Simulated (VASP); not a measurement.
A run of VASP 6.6.1 is set up as follows.

Contents of INCAR:

```
ALGO = Normal
EDIFF = 1E-6
ENCUT = 520
GGA = CA
ISIF = 2
ISMEAR = 1
LASPH = True
LCHARG = False
LREAL = False
LWAVE = False
NBANDS = 32
NELM = 80
PREC = Accurate
SIGMA = 0.05
```

The input KPOINTS:

```
k-points
0
Gamma
  4 4 4
```

File POSCAR:

```
La3Pb
1.0
    4.9161535505      0.0000000000      0.0000000000
    0.0000000000      4.9161535505      0.0000000000
    0.0000000000      0.0000000000      4.9161535505
La Pb
3 1
Direct
    0.5000000000      0.5000000000      0.0000000000
    0.0000000000      0.5000000000      0.5000000000
    0.5000000000      0.0000000000      0.5000000000
    0.0000000000      0.0000000000      0.0000000000
```

Potentials or basis: VASP PAW LDA potentials, release 64 (La, Pb_d).

Launch:

```console
$ cat potpaw_LDA.64/La/POTCAR potpaw_LDA.64/Pb_d/POTCAR > POTCAR
$ mpirun -np 1 vasp_std > vasp.out
```

Q: What does it give for the pressure?

A: 0.0 GPa.
